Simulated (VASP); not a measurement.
# Al5Cu (P-3m1) in VASP: notebook, part 2 of 2

VASP 6.6.1.

**4. Single point, PBE (volume scaled by 0.97, then relaxed in part)**

INCAR

```
PREC = Accurate ; ENCUT = 520
EDIFF = 1E-6 ; ISMEAR = 0
SIGMA = 0.1 ; LREAL = F
LASPH = T ; NELM = 100
ALGO = Fast ; ISIF = 2
LWAVE = F ; LCHARG = F
GGA = PE ; NBANDS = 22
```

KPOINTS

```
Automatic mesh
0
Gamma
  18 18 4
```

POSCAR

```
Al5Cu
1.0
    2.8133410942     -0.0000000286      0.0000000000
   -1.4066705224      2.4364248714      0.0000000000
    0.0000000000      0.0000000000     13.2543956337
Al Cu
5 1
Direct
    0.0000000000      0.0000000000      0.0000000000
    0.3333333333      0.6666666667      0.8256163573
    0.6666666667      0.3333333333      0.6515402523
    0.3333333333      0.6666666667      0.3484597477
    0.6666666667      0.3333333333      0.1743836427
    0.0000000000      0.0000000000      0.5000000000
```

The run is started by

```bash
> cat potpaw_PBE.64/Al/POTCAR potpaw_PBE.64/Cu/POTCAR > POTCAR
> mpirun -np 1 vasp_std > vasp.out
```

Run time: 3.1 min. Hardware: 1 thread of Intel Xeon 6975P-C (Granite Rapids), shared host; peak memory 0.39 GiB.

Results (log left out):

```yaml
Free_energy: -22.6543 eV
Pressure: 2.9 GPa
Largest_force: 0.019 eV/Å
Band_gap_on_the_k_mesh: zero (band 13 reaches 11.07 eV, above the bottom of band 14 at 6.92 eV)
```

Forces in eV/Å, atoms in the order of the input:
```
Al   0.000  0.000  0.000
Al   0.000  0.000  0.001
Al   0.000  0.000  0.019
Al   0.000  0.000 -0.019
Al   0.000  0.000 -0.001
Cu   0.000  0.000  0.000
```

Stress tensor (GPa, compression positive):
```
2.83 0.00 0.00
0.00 2.83 0.00
0.00 0.00 2.92
```

Levels at points of the mesh, in eV from the Fermi level:
```tsv
k point	band 11	band 12	band 13	band 14	band 15	band 16
(0.00, 0.00, 0.00)	-3.19	-2.69	1.68	2.59	8.46	9.28
(0.50, 0.00, 0.00)	-2.48	-2.48	-1.73	-0.95	-0.38	1.76
(0.00, 0.00, 0.50)	-3.19	-1.34	-0.29	4.98	5.79	11.33
(0.50, 0.00, 0.50)	-2.86	-2.64	-1.65	-0.15	0.08	0.75
```

Caveat: the cell differs from its parent crystal (volume scaled by 0.97, then relaxed in part).

**5. Single point, PBE**

This run uses another cell than the first one, of 15.61 Å³/atom, 1.099 times its volume.

INCAR

```
PREC = Accurate
ENCUT = 520
EDIFF = 1E-7
ISMEAR = 0
SIGMA = 0.1
LREAL = False
LASPH = True
NELM = 100
ALGO = Fast
ISIF = 2
LWAVE = False
LCHARG = False
GGA = PE
NBANDS = 22
```

KPOINTS is that of step 4.

POSCAR

```
Al5Cu
1.0
    2.8445970699     -0.0000000289      0.0000000000
   -1.4222985100      2.4634933405      0.0000000000
    0.0000000000      0.0000000000     13.3656923000
Al Cu
5 1
Direct
    0.0000000000      0.0000000000      0.0000000000
    0.3333333333      0.6666666667      0.8251470000
    0.6666666667      0.3333333333      0.6507920000
    0.3333333333      0.6666666667      0.3492080000
    0.6666666667      0.3333333333      0.1748530000
    0.0000000000      0.0000000000      0.5000000000
```

Potentials or basis: VASP PAW PBE potentials, release 64 (Al, Cu).

The run is started by

```bash
> cat potpaw_PBE.64/Al/POTCAR potpaw_PBE.64/Cu/POTCAR > POTCAR
> mpirun -np 1 vasp_std > vasp.out
```

OUTCAR:

```text
PREC = Accurate
   ENCUT = 520
   EDIFF = 1E-7
   ISMEAR = 0
   LREAL = False
   LASPH = True
   NELM = 100
   ISIF = 2
   GGA = PE

 ion  position               nearest neighbor table
   1  0.000  0.000  0.000-   2 2.86   5 2.86   5 2.86   2 2.86   5 2.86   2 2.86
   2  0.333  0.667  0.825-   3 2.85   3 2.85   3 2.85   1 2.86   1 2.86   1 2.86
   3  0.667  0.333  0.651-   6 2.60   6 2.60   6 2.60   2 2.85   2 2.85   2 2.85
   4  0.333  0.667  0.349-   6 2.60   6 2.60   6 2.60   5 2.85   5 2.85   5 2.85
   5  0.667  0.333  0.175-   4 2.85   4 2.85   4 2.85   1 2.86   1 2.86   1 2.86
   6  0.000  0.000  0.500-   3 2.60   4 2.60   3 2.60   4 2.60   3 2.60   4 2.60

  LATTYP: Found a hexagonal cell.
 ALAT       =     2.8445970699
 C/A-ratio  =     4.6986240833

  Lattice vectors:

 A1 = (   2.8445970699,  -0.0000000289,   0.0000000000)
 A2 = (  -1.4222985100,   2.4634933405,   0.0000000000)
 A3 = (   0.0000000000,   0.0000000000,  13.3656923000)

Analysis of symmetry for initial positions (statically):
=====================================================================
 Subroutine PRICEL returns:
 Original cell was already a primitive cell.

 Routine SETGRP: Setting up the symmetry group for a
 hexagonal supercell.

 Subroutine GETGRP returns: Found 12 space group operations
 (whereof 12 operations were pure point group operations)
 out of a pool of 24 trial point group operations.

The static configuration has the point symmetry D_3d.

Analysis of symmetry for dynamics (positions and initial velocities):
=====================================================================
 Subroutine PRICEL returns:
 Original cell was already a primitive cell.

 Routine SETGRP: Setting up the symmetry group for a
 hexagonal supercell.

[... 125 lines left out ...]
   EMIN   =  10.00;   EMAX   =-10.00  energy-range for DOS
   EFERMI =   0.00;   METHOD = LEGACY
   ISMEAR =     0;   SIGMA  =   0.10  broadening in eV -4-tet -1-fermi 0-gaus
   EFERMI_NEDOS =   21; number of points for ismear=-14 and -15
   IALGO  =     68    algorithm
   IMIX   =      4    mixing-type and parameters
     AMIX     =   0.40;   BMIX     =  1.00
     AMIX_MAG =   1.60;   BMIX_MAG =  1.00
  volume/ion in A,a.u.               =      15.61       105.34
  Fermi-wavevector in a.u.,A,eV,Ry     =   1.067935  2.018104 15.517237  1.140485
  Thomas-Fermi vector in A             =   2.203567
   LORBIT       =      0    0 simple, 1 ext, 2 COOP (PROOUT), +10 PAW based schemes
   GGA     = PE    functional components
   LHFCALC =     F    Hartree Fock is set to
   AEXX    =    0.0000 exact exchange contribution
   IVDW    =     0    specifies the selected vdW correction
   LEPSILON=     F    determine dielectric tensor
   LRPA    =     F    only Hartree local field effects (RPA)
 non-spin polarized calculation
 RMM-DIIS sequential band-by-band and
 Gauss-broadening in eV      SIGMA  =   0.10
  energy-cutoff  :      520.00
  volume of cell :       93.66
 maximum number of plane-waves:      2542
 NGX is ok and might be reduce to    24
   NGX = 11   NGY = 11   NGZ = 49

 number of electron      26.0000015 magnetization

 Free energy of the ion-electron system (eV)
  ---------------------------------------------------
  ext. energy  EPLUGINS =         0.00000000
  ---------------------------------------------------
  free energy    TOTEN  =       -22.67937177 eV

  energy without entropy =      -22.66611941  energy(sigma->0) =      -22.67274559

 E-fermi :   8.0480     XC(G=0): -10.5393

 val. band max:        8.0448820461   @ k =   0.3333   0.3333   0.5000
 cond. band min:       8.0681073020   @ k =   0.2778   0.2778   0.2500
 fundamental gap:      0.0232252559
 Fermi energy:         8.0479867873

 k-point     1 :       0.0000    0.0000    0.0000
  band No.  band energies     occupation
      1      -3.0323      2.00000
      2      -2.3260      2.00000
      3      -1.9672      2.00000
      4       0.1373      2.00000
      5       0.5741      2.00000
      6       3.5212      2.00000
[... 589 lines left out ...]
     21      12.3382      0.00000
     22      12.8571      0.00000

 [... further k-points ...]
[... 5 lines left out ...]
  --------------------------------------------------------------------------------------
  -------------------------------------------------------------------------------------
  Total        0.0260316      0.0260316      0.0495290     -0.0000000      0.0000000     -0.0000000
  in kB        0.4452952      0.4452952      0.8472394     -0.0000000      0.0000000     -0.0000000
  external PRESSURE =       0.5792766 kB  Pullay stress =       0.0000000 kB

 VOLUME and BASIS-vectors are now :
 -----------------------------------------------------------------------------
  energy-cutoff  :      520.00
  volume of cell :       93.66
      direct lattice vectors                 reciprocal lattice vectors
     2.844597070 -0.000000029  0.000000000     0.351543639  0.202963810  0.000000000
    -1.422298510  2.463493340  0.000000000     0.000000004  0.405927627  0.000000000
     0.000000000  0.000000000 13.365692300     0.000000000  0.000000000  0.074818421

 POSITION                                       TOTAL-FORCE (eV/Angst)
 -----------------------------------------------------------------------------------
      0.00000      0.00000      0.00000        -0.000000      0.000000     -0.000000
      0.00000      1.64233     11.02866        -0.000000     -0.000000      0.000322
      1.42230      0.82116      8.69829         0.000000      0.000000      0.020692
      0.00000      1.64233      4.66741         0.000000     -0.000000     -0.020692
      1.42230      0.82116      2.33703        -0.000000     -0.000000     -0.000322
      0.00000      0.00000      6.68285        -0.000000      0.000000     -0.000000
 -----------------------------------------------------------------------------------
    total drift:                                0.000000      0.000000     -0.000000

  FREE ENERGIE OF THE ION-ELECTRON SYSTEM (eV)
  ---------------------------------------------------
  free  energy   TOTEN  =       -22.6793717658 eV

  energy  without entropy=      -22.6661194112  energy(sigma->0) =      -22.67274559
```

Run time: 3.4 min. Hardware: 1 thread of Intel Xeon 6975P-C (Granite Rapids), shared host; peak memory 0.4 GiB.

What came out:

```
Free energy            : -22.6794 eV
Pressure               : 0.1 GPa
Largest force          : 0.021 eV/Å
Band gap on the k mesh : zero (band 13 reaches 10.73 eV, above the bottom of band 14 at 6.63 eV)
```

Forces in eV/Å, atoms in the order of the input:
```
Al   0.000  0.000  0.000
Al   0.000  0.000  0.000
Al   0.000  0.000  0.021
Al   0.000  0.000 -0.021
Al   0.000  0.000  0.000
Cu   0.000  0.000  0.000
```

**6. Summary**

```tsv
cell	further INCAR settings	gap on the mesh (eV)	pressure (GPa)	largest force (eV/Å)
a = 2.749, b = 2.749, c = 13.023 Å, angles 90.0, 90.0, 120.0°, 6 atoms	ALGO = Fast; EDIFF = 1e-06; NBANDS = 22	none	10.0	0.02
a = 2.781, b = 2.781, c = 13.143 Å, angles 90.0, 90.0, 120.0°, 6 atoms	ALGO = Fast; EDIFF = 1e-07; NBANDS = 22	none	6.2	0.02
a = 2.813, b = 2.813, c = 13.254 Å, angles 90.0, 90.0, 120.0°, 6 atoms	ALGO = Fast; EDIFF = 1e-06; NBANDS = 22	none	2.9	0.02
a = 2.845, b = 2.845, c = 13.366 Å, angles 90.0, 90.0, 120.0°, 6 atoms	ALGO = Fast; EDIFF = 1e-07; NBANDS = 22	none	0.1	0.02
```

Alike in all rows: task single point; level PBE; potentials or basis VASP PAW PBE potentials, release 64 (Al, Cu); no spin polarisation; k mesh 18 × 18 × 4; cutoff (eV) 520; smearing gaussian 0.1 eV.

Absolute energies hang on the potentials; compare differences alone.
